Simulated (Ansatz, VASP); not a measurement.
# Two plane-wave programs on LiIrS2

The input INCAR:

```
  PREC = Accurate
  ENCUT = 520
  EDIFF = 1E-6
  ISMEAR = 0
  SIGMA = 0.05
  LREAL = F
  LASPH = T
  NELM = 150
  ALGO = Normal
  ISIF = 2
  LWAVE = F
  LCHARG = F
  ISPIN = 2
  MAGMOM = 0 0 0 0
  LORBIT = 11
  LMAXMIX = 4
  LDAU = T
  LDAUTYPE = 2
  LDAUL = -1 2 -1
  LDAUU = 0 5 0
  LDAUJ = 0 0 0
  LDAUPRINT = 1
  GGA = PE
  NBANDS = 24
```

The input KPOINTS:

```
regular mesh
0
Gamma
  6 6 6
```

Contents of POSCAR:

```
LiIrS2
1.0
    1.8142657300      1.0474668100      6.5864769200
   -1.8142657300      1.0474668100      6.5864769200
    0.0000000000     -2.0949336100      6.5864769200
Li Ir S
1 1 2
Direct
    0.5000000000      0.5000000000      0.5000000000
    0.0000000000      0.0000000000      0.0000000000
    0.2667000000      0.2667000000      0.2667000000
    0.7333000000      0.7333000000      0.7333000000
```

Input for Ansatz:

```yaml
crystal:
  lattice:
    - [1.81426573, 1.04746681, 6.58647692]
    - [-1.81426573, 1.04746681, 6.58647692]
    - [0.0, -2.09493361, 6.58647692]
  atoms:
    - { symbol: Li, position: [0.5, 0.5, 0.5] }
    - { symbol: Ir, position: [0.0, 0.0, 0.0], spin: 0.3 }
    - { symbol: S, position: [0.2667, 0.2667, 0.2667] }
    - { symbol: S, position: [0.7333, 0.7333, 0.7333] }
basis:
  ecutwfc: 420
  ecutrho_ratio: 4
kpoints:
  mp_grid: { grid: [6, 6, 6] }
hamiltonian:
  xc: pbe
  hubbard:
    sites:
      - { site: 1, l: d, u_eff: 5.0, starting_ns: [{ spin: up, occupation_matrix: s1up }, { spin: down, occupation_matrix: s1down }] }
    occupation_matrices:
      s1up:
        matrix:
          - [0.97, 0.0, 0.0, 0.0, 0.0]
          - [0.0, 0.97, 0.0, 0.0, 0.0]
          - [0.0, 0.0, 0.97, 0.0, 0.0]
          - [0.0, 0.0, 0.0, 0.02, 0.0]
          - [0.0, 0.0, 0.0, 0.0, 0.02]
      s1down:
        matrix:
          - [0.02, 0.0, 0.0, 0.0, 0.0]
          - [0.0, 0.97, 0.0, 0.0, 0.0]
          - [0.0, 0.0, 0.02, 0.0, 0.0]
          - [0.0, 0.0, 0.0, 0.97, 0.0]
          - [0.0, 0.0, 0.0, 0.0, 0.97]
    ns_hold: until_converged
scf:
  occupations: { method: gaussian, width: 0.05 }
  lower_state_search: "off"
  max_iter: 150
output:
  forces: true
  stress: true
  eigenvalues: true
  populations: true
  hubbard: { sites: [{ site: 1, l: d }] }
magnetization:
  spin_polarized: true
```

Alike in both runs: task single point; functional PBE; k mesh 6 × 6 × 6; occupations gaussian, width 0.05 eV; collinear spin; Hubbard terms Ir d U = 5.0 eV.

|  | VASP | Ansatz |
| --- | --- | --- |
| version | VASP 6.6.1 | Ansatz 0.2.0 |
| potentials or method | VASP PAW PBE potentials, release 64 (Li_sv, Ir, S), cutoff 520 eV | scalar-relativistic, plane waves, PAW |
| valence electrons in the cell | 24 | 32 |

```csv
,VASP,Ansatz,Ansatz less VASP
gap on the k mesh at the Fermi level (eV),2.33,2.27,-0.061
least direct gap on the mesh (eV),2.41,2.37,-0.034
rms of the force components (eV/Å),0.286,0.283,-0.0028
```

The programs project onto different local orbitals, so the same U acts differently, and such runs can settle in different states. Atom by atom the forces differ by 0.003 eV/Å (rms over components). VASP's potentials hold 24 valence electrons a cell and Ansatz's 32, so a difference there can come from the potentials and not from the codes. Ansatz's warnings: seeded moment not kept, specified occupation not kept, symmetry narrowed by occupation matrices.

Neither program's run includes spin-orbit coupling. Noted on VASP's run: the cutoff is under 1.25 times that of the potentials, so the pressure is a little rough.
